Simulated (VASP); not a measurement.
# CuO (C2/c) in VASP: a series of runs, part 3 of 3

VASP 6.6.1. Earlier steps stand in the parts before.

## 5. Single point, BLYP

This run uses another cell than the first one, of 10.13 Å³/atom.

Input file INCAR:

```
  PREC = Accurate
  ENCUT = 820
  EDIFF = 1E-6
  ISMEAR = -1
  SIGMA = 0.05
  LREAL = False
  LASPH = True
  NELM = 120
  ALGO = Normal
  ISIF = 2
  LWAVE = False
  LCHARG = False
  GGA = B5
  ALDAX = 1.0
  AGGAX = 1.0
  AGGAC = 1.0
  ALDAC = 0.0
  NBANDS = 33
  GGA_COMPAT = False
```

Input file KPOINTS:

```
Automatic mesh
0
Gamma
  10 10 5
```

Input file POSCAR:

```
CuO
1.0
    2.3418500000     -1.7113000000      0.0000000000
    2.3418500000      1.7113000000      0.0000000000
   -0.8500274268      0.0000000000      5.0578693947
Cu O
2 2
Direct
    0.5000000000      0.0000000000      0.5000000000
    0.0000000000      0.5000000000      0.0000000000
    0.4184000000      0.5816000000      0.7500000000
    0.5816000000      0.4184000000      0.2500000000
```

Potentials or basis: VASP PAW PBE potentials, release 64 (Cu_sv_GW, O).

Command:

```bash
$ cat potpaw_PBE.64/Cu_sv_GW/POTCAR potpaw_PBE.64/O/POTCAR > POTCAR
$ mpirun -np 1 vasp_std > vasp.out
```

OUTCAR:

```text
PREC = Accurate
   ENCUT = 820
   EDIFF = 1E-6
   ISMEAR = -1
   LREAL = False
   LASPH = True
   NELM = 120
   ISIF = 2
   GGA = B5

 ion  position               nearest neighbor table
   1  0.500  0.000  0.500-   3 1.95   4 1.95   4 1.96   3 1.96
   2  0.000  0.500  0.000-   4 1.95   3 1.95   4 1.96   3 1.96
   3  0.418  0.582  0.750-   2 1.95   1 1.95   2 1.96   1 1.96
   4  0.582  0.418  0.250-   1 1.95   2 1.95   2 1.96   1 1.96

  LATTYP: Found a base centered monoclinic cell.
 ALAT       =     4.6837000000
 B/A-ratio  =     0.7307470589
 C/A-ratio  =     1.0950317057
 COS(beta)  =    -0.1657361228

  Lattice vectors:

 A1 = (   2.3418500000,  -1.7113000000,   0.0000000000)
 A2 = (   2.3418500000,   1.7113000000,   0.0000000000)
 A3 = (  -0.8500274268,   0.0000000000,   5.0578693947)

Analysis of symmetry for initial positions (statically):
=====================================================================
 Subroutine PRICEL returns:
 Original cell was already a primitive cell.

 Routine SETGRP: Setting up the symmetry group for a
 base centered monoclinic supercell.

 Subroutine GETGRP returns: Found  4 space group operations
 (whereof  2 operations were pure point group operations)
 out of a pool of  4 trial point group operations.

The static configuration has the point symmetry S_2 .
 The point group associated with its full space group is C_2h.

Analysis of symmetry for dynamics (positions and initial velocities):
=====================================================================
 Subroutine PRICEL returns:
 Original cell was already a primitive cell.

 Routine SETGRP: Setting up the symmetry group for a
 base centered monoclinic supercell.

 Subroutine GETGRP returns: Found  4 space group operations
 (whereof  2 operations were pure point group operations)
 out of a pool of  4 trial point group operations.

The dynamic configuration has the point symmetry S_2 .
 The point group associated with its full space group is C_2h.

 Subroutine INISYM returns: Found  4 space group operations
 (whereof  2 operations are pure point group operations),
 and found     1 'primitive' translations

----------------------------------------------------------------------------------------

                                     Primitive cell

  volume of cell :      40.5399

  direct lattice vectors                    reciprocal lattice vectors
     2.341850000 -1.711300000  0.000000000     0.213506416 -0.292175539  0.035881968
     2.341850000  1.711300000  0.000000000     0.213506416  0.292175539  0.035881968
    -0.850027427  0.000000000  5.057869395     0.000000000  0.000000000  0.197711709

  length of vectors
     2.900484289  2.900484289  5.128800000     0.363646877  0.363646877  0.197711709

  position of ions in fractional coordinates (direct lattice)
     0.500000000  0.000000000  0.500000000
     0.000000000  0.500000000  0.000000000
     0.418400000  0.581600000  0.750000000
     0.581600000  0.418400000  0.250000000

  ion indices of the primitive-cell ions
   primitive index   ion index
                 1           1
                 2           2
                 3           3
                 4           4

----------------------------------------------------------------------------------------

 KPOINTS: Automatic mesh

Automatic generation of k-mesh.
[... 23 lines left out ...]
  0.000000  0.000000  0.000000      1.000000
  0.100000 -0.000000  0.000000      4.000000
  0.200000 -0.000000  0.000000      4.000000
  0.300000 -0.000000  0.000000      4.000000
  0.400000 -0.000000  0.000000      4.000000
  0.500000 -0.000000  0.000000      2.000000
[... 16 lines left out ...]
  0.300000  0.300000  0.000000      2.000000
  0.400000  0.300000  0.000000      4.000000
 [... further k-points ...]
   k-points           NKPTS =    141   k-points in BZ     NKDIM =    141   number of bands    NBANDS=     33
   number of dos      NEDOS =    301   number of ions     NIONS =      4
   total plane-waves  NPLWV =  37632
   dimension x,y,z NGX =    28 NGY =   28 NGZ =   48
   dimension x,y,z NGXF=    56 NGYF=   56 NGZF=   96
   ions per type =               2   2
   NGX,Y,Z   is equivalent  to a cutoff of  16.05, 16.05, 15.56 a.u.
   NGXF,Y,Z  is equivalent  to a cutoff of  32.10, 32.10, 31.12 a.u.
 SYSTEM =  unknown system
   PREC   = accura    normal or accurate (medium, high low for compatibility)
   ISTART =      0    job   : 0-new  1-cont  2-samecut
   ICHARG =      2    charge: 1-file 2-atom 10-const
   ISPIN  =      1    spin polarized calculation?
   LNONCOLLINEAR =      F non collinear calculations
   LSORBIT =      F    spin-orbit coupling
   LASPH  =      T    aspherical Exc in radial PAW
   ENCUT  =  820.0 eV  60.27 Ry    7.76 a.u.   6.77  6.77 11.98*2*pi/ulx,y,z
   NELM   =    120;   NELMIN=  2; NELMDL= -5     # of ELM steps
   EDIFF  = 0.1E-05   stopping-criterion for ELM
   LREAL  =      F    real-space projection
   EDIFFG = 0.1E-04   stopping-criterion for IOM
   NSW    =      0    number of steps for IOM
   IBRION =     -1    ionic relax: 0-MD 1-quasi-New 2-CG
   NFREE  =      0    steps in history (QN), initial steepest desc. (CG)
   ISIF   =      2    stress and relaxation
   ISYM   =      2    0-nonsym 1-usesym 2-fastsym
   POTIM  = 0.5000    time-step for ionic-motion
   TEBEG  =    0.0;   TEEND  =   0.0 temperature during run
   PSTRESS=    0.0 pullay stress
   NELECT =      50.0000    total number of electrons
   NUPDOWN=      -1.0000    fix difference up-down
   EMIN   =  10.00;   EMAX   =-10.00  energy-range for DOS
   EFERMI =   0.00;   METHOD = LEGACY
   ISMEAR =    -1;   SIGMA  =   0.05  broadening in eV -4-tet -1-fermi 0-gaus
   EFERMI_NEDOS =   21; number of points for ismear=-14 and -15
   IALGO  =     38    algorithm
   IMIX   =      4    mixing-type and parameters
     AMIX     =   0.40;   BMIX     =  1.00
     AMIX_MAG =   1.60;   BMIX_MAG =  1.00
  volume/ion in A,a.u.               =      10.13        68.39
  Fermi-wavevector in a.u.,A,eV,Ry     =   1.755647  3.317692 41.937193  3.082297
  Thomas-Fermi vector in A             =   2.825352
   LORBIT       =      0    0 simple, 1 ext, 2 COOP (PROOUT), +10 PAW based schemes
   GGA     = B5    functional components
   LHFCALC =     F    Hartree Fock is set to
   AEXX    =    0.0000 exact exchange contribution
   IVDW    =     0    specifies the selected vdW correction
   LEPSILON=     F    determine dielectric tensor
   LRPA    =     F    only Hartree local field effects (RPA)
 non-spin polarized calculation
  energy-cutoff  :      820.00
  volume of cell :       40.54
 maximum number of plane-waves:      2181
   NGX = 13   NGY = 13   NGZ = 23

 number of electron      49.9999994 magnetization

 Free energy of the ion-electron system (eV)
  ---------------------------------------------------
  ext. energy  EPLUGINS =         0.00000000
  ---------------------------------------------------
  free energy    TOTEN  =       -18.06444767 eV

  energy without entropy =      -18.04520866  energy(sigma->0) =      -18.05482817

 E-fermi :   6.0814     XC(G=0): -11.7752

 val. band max:        6.0692219609   @ k =  -0.2000   0.3000   0.4000
 cond. band min:       6.0837212486   @ k =   0.5000   0.1000   0.2000
 fundamental gap:      0.0144992878
 Fermi energy:         6.0814102853

 k-point     1 :       0.0000    0.0000    0.0000
  band No.  band energies     occupation
      1    -106.0515      2.00000
      2    -106.0510      2.00000
      3     -63.8640      2.00000
      4     -63.8639      2.00000
      5     -63.8370      2.00000
      6     -63.8281      2.00000
[... 853 lines left out ...]
     32      19.5857      0.00000
     33      20.7434      0.00000

 [... further k-points ...]

------------------------ aborting loop because EDIFF is reached ----------------------------------------

  FORCE on cell =-STRESS in cart. coord.  units (eV):
  Direction    XX          YY          ZZ          XY          YZ          ZX
  --------------------------------------------------------------------------------------
  -------------------------------------------------------------------------------------
  Total        2.9694891      3.1825671      2.9711721      0.0000000      0.0000000     -0.3398064
  in kB      117.3571308    125.7781826    117.4236451      0.0000000      0.0000000    -13.4294823
  external PRESSURE =     120.1863195 kB  Pullay stress =       0.0000000 kB

 VOLUME and BASIS-vectors are now :
 -----------------------------------------------------------------------------
  energy-cutoff  :      820.00
  volume of cell :       40.54
      direct lattice vectors                 reciprocal lattice vectors
     2.341850000 -1.711300000  0.000000000     0.213506416 -0.292175539  0.035881968
     2.341850000  1.711300000  0.000000000     0.213506416  0.292175539  0.035881968
    -0.850027427  0.000000000  5.057869395     0.000000000  0.000000000  0.197711709

 POSITION                                       TOTAL-FORCE (eV/Angst)
 -----------------------------------------------------------------------------------
      0.74591     -0.85565      2.52893        -0.000000      0.000000     -0.000000
      1.17092      0.85565      0.00000        -0.000000      0.000000     -0.000000
      1.70433      0.27928      3.79340         0.000000     -0.195342     -0.000000
      2.12934     -0.27928      1.26447         0.000000      0.195342      0.000000
 -----------------------------------------------------------------------------------
    total drift:                                0.000000      0.000000      0.000000

  FREE ENERGIE OF THE ION-ELECTRON SYSTEM (eV)
  ---------------------------------------------------
  free  energy   TOTEN  =       -18.0644476664 eV

  energy  without entropy=      -18.0452086646  energy(sigma->0) =      -18.05482817
```

Wall time 4.9 min (1 thread of Intel Xeon Platinum 8559C (Emerald Rapids), shared host); peak memory 0.45 GiB.

Results:

* Free energy: -18.0644 eV
* Pressure: 12.0 GPa
* Largest force: 0.195 eV/Å
* Band gap on the k mesh: zero (bands 25 and 26 overlap by 0.59 eV)

Forces on the atoms (eV/Å):
```
Cu   0.000  0.000  0.000
Cu   0.000  0.000  0.000
O    0.000 -0.195  0.000
O    0.000  0.195  0.000
```

Caveat: the cell stands under pressure; the PAW data sets were made with another functional, which shifts forces and pressure a little; semilocal functionals often make such compounds metallic where correlation or magnetic order opens a gap, which also shifts bond lengths.

## 6. Single point, revPBE

This run uses another cell than the first one, of 10.54 Å³/atom.

Input file INCAR:

```
PREC = Accurate ; ENCUT = 820
EDIFF = 1E-6 ; ISMEAR = -1
SIGMA = 0.05 ; LREAL = False
LASPH = True ; NELM = 120
ALGO = Normal ; ISIF = 2
LWAVE = False ; LCHARG = True
GGA = RE ; LELF = True
LVHAR = True ; NBANDS = 33
GGA_COMPAT = False
```

Input file KPOINTS:

```
regular mesh
0
Gamma
  10 10 5
```

Input file POSCAR:

```
CuO
1.0
    2.3726673498     -1.7338196878      0.0000000000
    2.3726673498      1.7338196878      0.0000000000
   -0.8612132810      0.0000000000      5.1244279405
Cu O
2 2
Direct
    0.5000000000      0.0000000000      0.5000000000
    0.0000000000      0.5000000000      0.0000000000
    0.4184000000      0.5816000000      0.7500000000
    0.5816000000      0.4184000000      0.2500000000
```

Potentials or basis: VASP PAW PBE potentials, release 64 (Cu_sv_GW, O).

Command:

```bash
$ cat potpaw_PBE.64/Cu_sv_GW/POTCAR potpaw_PBE.64/O/POTCAR > POTCAR
$ mpirun -np 1 vasp_std > vasp.out
```

It took 6.3 min on 1 thread of Intel Xeon Platinum 8259CL at 2.50GHz (Skylake/Cascade Lake), shared host; peak memory 0.47 GiB.

It converged, with:

| Quantity | Value |
| --- | --- |
| Free energy | -18.2463 eV |
| Pressure | 2.1 GPa |
| Largest force | 0.323 eV/Å |
| Band gap on the k mesh | zero (bands 25 and 26 overlap by 0.59 eV) |

Forces on the atoms (eV/Å):
```
Cu   0.000  0.000  0.000
Cu   0.000  0.000  0.000
O    0.000 -0.323  0.000
O    0.000  0.323  0.000
```

Stress tensor (GPa, compression positive):
```
 1.67  0.00 -0.55
 0.00  4.11  0.00
-0.55  0.00  0.43
```

Levels at points of the mesh, in eV from the Fermi level:
| k point | band 22 | band 23 | band 24 | band 25 | band 26 | band 27 | band 28 | band 29 |
| --- | --- | --- | --- | --- | --- | --- | --- | --- |
| (0.00, 0.00, 0.00) | -2.11 | -2.05 | -1.58 | 0.20 | 0.90 | 1.58 | 5.99 | 7.94 |
| (0.50, 0.00, 0.00) | -1.53 | -1.44 | -1.35 | 0.00 | 0.26 | 4.88 | 6.15 | 6.78 |
| (0.50, 0.50, 0.00) | -2.02 | -1.62 | -1.17 | -0.64 | 1.02 | 3.45 | 6.96 | 8.45 |

Caveat: the PAW data sets were made with another functional, which shifts forces and pressure a little; semilocal functionals often make such compounds metallic where correlation or magnetic order opens a gap, which also shifts bond lengths.

## 7. The runs side by side

| level | cell | smearing | gap on the mesh (eV) | pressure (GPa) | largest force (eV/Å) |
| --- | --- | --- | --- | --- | --- |
| PBEsol+D4 | a = 2.841, b = 2.841, c = 5.024 Å, angles 97.7, 97.7, 72.3°, 4 atoms | fermi-dirac 0.05 eV | none | 6.2 | 0.15 |
| PBE+D3(BJ) | a = 2.920, b = 2.920, c = 5.163 Å, angles 97.7, 97.7, 72.3°, 4 atoms | fermi-dirac 0.05 eV | none | -3.1 | 0.32 |
| PBE | a = 2.900, b = 2.900, c = 5.129 Å, angles 97.7, 97.7, 72.3°, 4 atoms | gaussian 0.014 eV | none | 4.8 | 0.25 |
| BLYP | a = 2.900, b = 2.900, c = 5.129 Å, angles 97.7, 97.7, 72.3°, 4 atoms | fermi-dirac 0.05 eV | none | 12.0 | 0.20 |
| revPBE | a = 2.939, b = 2.939, c = 5.196 Å, angles 97.7, 97.7, 72.3°, 4 atoms | fermi-dirac 0.05 eV | none | 2.1 | 0.32 |

Alike in all rows: task single point; potentials or basis VASP PAW PBE potentials, release 64 (Cu_sv_GW, O); no spin polarisation; k mesh 10 × 10 × 5; cutoff (eV) 820.

Caveats: semilocal functionals often make such compounds metallic where correlation or magnetic order opens a gap, which also shifts bond lengths; the cell stands under pressure (at least some runs); the PAW data sets were made with another functional, which shifts forces and pressure a little (at least some runs); the cell stands under tension (at least some runs).

Absolute energies hang on the potentials; compare differences alone.
